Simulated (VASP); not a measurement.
A run of VASP 6.6.1:

Contents of POSCAR:

```
BaTiO3
1.0
    3.9326501282     -0.0009533812     -0.0009468167
   -0.0009533812      3.9324550051      0.0009224343
   -0.0009468167      0.0009224343      3.9320907947
Ba Ti O
1 1 3
Direct
    0.4974936646      0.5024695195      0.5024174224
    0.9912378378      0.0086661301      1.0084951777
    0.5054960274     -0.0028483433     -0.0027933669
    0.0028835326      0.4945715959     -0.0027975455
    0.0028889376      0.9971410977      0.4946783223
```

The input INCAR.step1:

```
SYSTEM = BaTiO3
PREC = Accurate ; ENCUT = 520
ISMEAR = -1 ; SIGMA = 0.05
LREAL = .False. ; LASPH = .True.
NELM = 100 ; NBANDS = 28
GGA = PE ; ALGO = Normal
EDIFF = 1E-4 ; LWAVE = .True.
LCHARG = .False.
```

Contents of INCAR.step2:

```
SYSTEM = BaTiO3
PREC = Accurate ; ENCUT = 520
EDIFF = 1E-6 ; ISMEAR = -1
SIGMA = 0.05 ; LREAL = .False.
LASPH = .True. ; NELM = 100
ALGO = Normal ; ISIF = 2
LWAVE = .False. ; LCHARG = .False.
METAGGA = R2SCAN ; LMIXTAU = .True.
NBANDS = 28 ; ISTART = 1
```

Contents of KPOINTS:

```
Automatic mesh
0
Gamma
  7 7 7
  0 0 0
```

Potentials or basis: VASP PAW PBE potentials, release 64 (Ba_sv, Ti_sv, O).

Command:

```console
$ cat potpaw_PBE.64/Ba_sv/POTCAR potpaw_PBE.64/Ti_sv/POTCAR potpaw_PBE.64/O/POTCAR > POTCAR
$ cp INCAR.step1 INCAR
$ mpirun -np 1 vasp_std > vasp.out
$ cp INCAR.step2 INCAR
$ mpirun -np 1 vasp_std > vasp.out
```

Hardware: 1 thread of Intel(R) Xeon(R) 6975P-C (Granite Rapids) (shared host).

Question: Estimate the wall time of this run.

Answer: It took 6.8 min on 1 thread of Intel(R) Xeon(R) 6975P-C (Granite Rapids), on a shared host, peak memory 0.38 GiB. Counts: k points 172.
